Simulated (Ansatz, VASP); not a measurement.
Two plane-wave programs on Li3H8

The input INCAR:

```
SYSTEM = Li3H8
PREC = Accurate
ENCUT = 600
EDIFF = 1E-6
ISMEAR = 0
SIGMA = 0.1
LREAL = .FALSE.
LASPH = .TRUE.
NELM = 80
ALGO = Normal
ISIF = 3
LWAVE = .FALSE.
LCHARG = .FALSE.
GGA = PE
IBRION = 2
NSW = 100
EDIFFG = -0.01
```

KPOINTS

```
Automatic mesh
0
G
  6 6 8
  0 0 0
```

Contents of POSCAR:

```
Li3H8
1.0
    5.8403722309      0.0000000000      0.0000000000
   -2.9201861155      5.0579107195      0.0000000000
    0.0000000000      0.0000000000      5.4512296698
Li H
3 8
Direct
    0.4732031265      0.5267968735      0.5000000000
    0.4732031265      0.9464062529      0.5000000000
    0.0535937471      0.5267968735      0.5000000000
    0.7642212151      0.6580505246      0.0000000000
    0.3419494754      0.1061706905      0.0000000000
    0.8938293095      0.2357787849      0.0000000000
    0.3419494754      0.2357787849      0.0000000000
    0.8938293095      0.6580505246      0.0000000000
    0.7642212151      0.1061706905      0.0000000000
    0.3333333333      0.6666666667      0.7166769827
    0.3333333333      0.6666666667      0.2833230173
```

Input for Ansatz:

```yaml
crystal:
  lattice:
    - [5.8403722309, 0.0, 0.0]
    - [-2.9201861155, 5.0579107195, 0.0]
    - [0.0, 0.0, 5.4512296698]
  atoms:
    - { symbol: Li, position: [0.4732031265, 0.5267968735, 0.5] }
    - { symbol: Li, position: [0.4732031265, 0.9464062529, 0.5] }
    - { symbol: Li, position: [0.0535937471, 0.5267968735, 0.5] }
    - { symbol: H, position: [0.7642212151, 0.6580505246, 0.0] }
    - { symbol: H, position: [0.3419494754, 0.1061706905, 0.0] }
    - { symbol: H, position: [0.8938293095, 0.2357787849, 0.0] }
    - { symbol: H, position: [0.3419494754, 0.2357787849, 0.0] }
    - { symbol: H, position: [0.8938293095, 0.6580505246, 0.0] }
    - { symbol: H, position: [0.7642212151, 0.1061706905, 0.0] }
    - { symbol: H, position: [0.3333333333, 0.6666666667, 0.7166769827] }
    - { symbol: H, position: [0.3333333333, 0.6666666667, 0.2833230173] }
basis:
  ecutwfc: 420
kpoints:
  mp_grid: { grid: [6, 6, 8] }
hamiltonian:
  xc: pbe
scf:
  occupations: { method: gaussian, width: 0.1 }
output:
  forces: true
  stress: true
  eigenvalues: true
relax:
  adjacent_minimum: "off"
  f_tol: 0.01
  max_steps: 80
  cell: { stress_tol: 0.05 }
```

Alike in both runs: task relaxation of cell and atoms; functional PBE; k mesh 6 × 6 × 8; occupations gaussian, width 0.1 eV; no spin polarisation.

```csv
,VASP,Ansatz
version,VASP 6.6.1,Ansatz 0.2.0
potentials or method,"VASP PAW PBE potentials, release 64 (Li_sv, H), cutoff 600 eV","scalar-relativistic, plane waves, PAW"
valence electrons in the cell,17,17
```

|  | VASP | Ansatz | Ansatz less VASP |
| --- | --- | --- | --- |
| gap on the k mesh at the Fermi level, each at its own relaxed structure (eV) | none | none | - |
| relaxed volume (Å³/atom) | 14.65 | 15.18 | +0.522 |
| relaxed length of the cell vector where the two differ most in proportion (Å) | 5.524 | 5.629 | +0.1048 |

A gap of «none» marks a metal or a gap that the smearing closes.

Noted on VASP's run: the cutoff is under 1.25 times that of the potentials, so the pressure is a little rough.
